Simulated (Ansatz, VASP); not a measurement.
Fe: VASP beside Ansatz

INCAR

```
SYSTEM = Fe
PREC = Accurate ; ENCUT = 520
EDIFF = 1E-7 ; ISMEAR = -1
SIGMA = 0.1 ; LREAL = .FALSE.
LASPH = .TRUE. ; NELM = 150
ALGO = Normal ; ISIF = 2
LWAVE = .FALSE. ; LCHARG = .FALSE.
ISPIN = 2 ; MAGMOM = 2.5 2.5
LORBIT = 11 ; LMAXMIX = 4
GGA = PE ; NBANDS = 19
```

KPOINTS

```
Automatic mesh
0
G
  17 17 10
  0 0 0
```

File POSCAR:

```
Fe
1.0
   -1.4156766678      1.4156766678      1.4156766678
    1.4156766678     -1.4156766678      1.4156766678
    2.8313533356      2.8313533356      0.0000000000
Fe
2
Direct
    0.0000000000      0.0000000000      0.0000000000
    0.5000000000      0.5000000000      0.5000000000
```

Input for Ansatz:

```yaml
crystal:
  lattice:
    - [-1.4156766678, 1.4156766678, 1.4156766678]
    - [1.4156766678, -1.4156766678, 1.4156766678]
    - [2.8313533356, 2.8313533356, 0.0]
  atoms:
    - { symbol: Fe, position: [0.0, 0.0, 0.0], spin: 2.5 }
    - { symbol: Fe, position: [0.5, 0.5, 0.5], spin: 2.5 }
magnetization:
  spin_polarized: true
kpoints:
  mp_grid: { grid: [17, 17, 10] }
scf:
  occupations: { method: fermi_dirac, width: 0.1 }
hamiltonian:
  xc: pbe
  pseudopotentials: { kind: all_electron, lapw: { basis_error: 0.001 } }
output:
  forces: true
  stress: true
  eigenvalues: true
```

Alike in both runs: task single point; functional PBE; k mesh 17 × 17 × 10; occupations fermi-dirac, width 0.1 eV; collinear spin.

|  | VASP | Ansatz |
| --- | --- | --- |
| version | VASP 6.6.1 | Ansatz 0.2.0 |
| potentials or method | VASP PAW PBE potentials, release 64 (Fe), cutoff 520 eV | all-electron LAPW, scalar-relativistic |

VASP gave:

```
pressure (GPa)                                                : 0.0
net moment per atom (μB)                                      : 2.18
size of the moment on the site where the two differ most (μB) : 2.17
```

Task: Estimate Ansatz's values.

Result: Pressure (GPa): -0.1; net moment per atom (μB): 2.15; size of the moment on the site where the two differ most (μB): 2.21.

Site moments also hang on the region over which each program counts them. Ansatz ran all-electron here, and VASP with PAW potentials.
